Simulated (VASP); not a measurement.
A run of VASP 6.6.1:

Contents of INCAR:

```
SYSTEM = GePt
ALGO     = Normal         ! electronic algorithm
EDIFF    = 1E-6           ! SCF threshold, eV
ENCUT    = 520            ! plane-wave cutoff, eV
ISIF     = 2              ! what is computed and relaxed
ISMEAR   = 0              ! smearing method
LASPH    = .TRUE.         ! aspherical terms in the spheres
LCHARG   = .FALSE.        ! write CHGCAR
LREAL    = .FALSE.        ! projectors in reciprocal space
LWAVE    = .FALSE.        ! write WAVECAR
NBANDS   = 58             ! bands
NELM     = 100            ! most SCF steps
PREC     = Accurate       ! precision mode
SIGMA    = 0.1            ! smearing width, eV
```

Contents of KPOINTS:

```
k-points
0
G
  4 6 4
  0 0 0
```

Contents of POSCAR:

```
GePt
1.0
    5.7560126200      0.0000000000      0.0000000000
    0.0000000000      3.7300318100      0.0000000000
    0.0000000000      0.0000000000      6.1115638700
Ge Pt
4 4
Direct
    0.8139321600      0.7500000000      0.5880128600
    0.1860678400      0.2500000000      0.4119871400
    0.3139321600      0.7500000000      0.9119871400
    0.6860678400      0.2500000000      0.0880128600
    0.0018518400      0.7500000000      0.1927088600
    0.9981481600      0.2500000000      0.8072911400
    0.5018518400      0.7500000000      0.3072911400
    0.4981481600      0.2500000000      0.6927088600
```

Potentials or basis: VASP PAW LDA potentials, release 64 (Ge_d, Pt).

Run with:

```bash
$ cat potpaw_LDA.64/Ge_d/POTCAR potpaw_LDA.64/Pt/POTCAR > POTCAR
$ mpirun -np 1 vasp_std > vasp.out
```

Hardware: 1 thread of Intel(R) Xeon(R) 6975P-C (Granite Rapids) (shared host).

Question: Estimate the wall time of this run.

Answer: It took 120 s on 1 thread of Intel(R) Xeon(R) 6975P-C (Granite Rapids), on a shared host, peak memory 0.33 GiB. Counts: scf iterations 13, k points 36.
